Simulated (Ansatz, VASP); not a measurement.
One calculation of Al, two programs

File INCAR:

```
ALGO     = Normal         # electronic algorithm
EDIFF    = 1E-7           # SCF threshold, eV
ENCUT    = 520            # plane-wave cutoff, eV
GGA      = PS             # functional
ISIF     = 2              # what is computed and relaxed
ISMEAR   = -1             # smearing method
LASPH    = True           # aspherical terms in the spheres
LCHARG   = False          # write CHGCAR
LREAL    = False          # projectors in reciprocal space
LWAVE    = False          # write WAVECAR
NBANDS   = 14             # bands
NELM     = 80             # most SCF steps
PREC     = Accurate       # precision mode
SIGMA    = 0.1            # smearing width, eV
```

The input KPOINTS:

```
k-points
0
Gamma
  14 14 4
```

The input POSCAR:

```
Al
1.0
    2.8294712202      0.0000000000      0.0000000000
   -1.4147356101      2.4503939560      0.0000000000
    0.0000000000      0.0000000000      9.3713287236
Al
4
Direct
    1.0000000000      0.0000000000      1.0000000000
    1.0000000000      0.0000000000      0.5000000000
    0.3333333333      0.6666666667      0.2500000000
    0.6666666667      0.3333333333      0.7500000000
```

Input for Ansatz:

```yaml
crystal:
  lattice:
    - [2.8294712202, 0.0, 0.0]
    - [-1.4147356101, 2.450393956, 0.0]
    - [0.0, 0.0, 9.3713287236]
  atoms:
    - { symbol: Al, position: [1.0, 0.0, 1.0] }
    - { symbol: Al, position: [1.0, 0.0, 0.5] }
    - { symbol: Al, position: [0.3333333333, 0.6666666667, 0.25] }
    - { symbol: Al, position: [0.6666666667, 0.3333333333, 0.75] }
hamiltonian:
  xc: pbesol
  pseudopotentials:
    kind: paw
    azcp:
      Al: "pseudopotentials/Al.paw.azcp"
basis:
  ecutwfc: 420
  fft_grid_basis: typed
kpoints:
  mp_grid: { grid: [14, 14, 4], shift: [0, 0, 0] }
magnetization:
  spin_polarized: false
scf:
  occupations: { method: fermi_dirac, width: 0.1 }
  lower_state_search: "off"
output:
  stress: true
```

Alike in both runs: task single point; functional PBEsol; k mesh 14 × 14 × 4; occupations fermi-dirac, width 0.1 eV; no spin polarisation.

|  | VASP | Ansatz |
| --- | --- | --- |
| version | VASP 6.6.1 | Ansatz 0.2.0 |
| potentials or method | VASP PAW PBE potentials, release 64 (Al), cutoff 520 eV | plane waves (420 eV) with PAW, scalar-relativistic |
| valence electrons in the cell | 12 | 12 |

```tsv
	VASP	Ansatz	Ansatz less VASP
pressure (GPa)	0.0	0.0	-0.06
traceless stress, the component that is largest in VASP (GPa)	0.23	0.24	+0.007
```

VASP's potentials were made for PBE, not for PBEsol, and Ansatz warns of the same on its side. The functional is the same, so the differences come from potentials, cutoffs and numerics.
